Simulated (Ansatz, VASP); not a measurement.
**La: VASP beside Ansatz**

```
CELL_PARAMETERS angstrom
6.17811 0.00000 0.00000
-3.08905 5.35040 0.00000
0.00000 0.00000 3.78610
ATOMIC_POSITIONS crystal
La 0.00000 0.00000 0.00000
La 0.33333 0.66667 0.50000
La 0.66667 0.33333 0.50000
```

Alike in both runs: task single point; functional revPBE; k mesh 7 × 7 × 10; occupations fermi-dirac, width 0.1 eV; no spin polarisation.

|  | VASP | Ansatz |
| --- | --- | --- |
| version | VASP 6.6.1 | Ansatz 0.2.0 |
| potentials or method | VASP PAW PBE potentials, release 64 (La), cutoff 520 eV | plane waves (420 eV) with PAW, scalar-relativistic |
| valence electrons in the cell | 33 | 33 |

```csv
,VASP,Ansatz,Ansatz less VASP
pressure (GPa),-1.7,-1.7,-0.01
"traceless stress, the component that is largest in VASP (GPa)",0.16,0.16,+0.002
```

VASP's potentials were made for PBE, not for revPBE.

Neither program's run includes spin-orbit coupling.
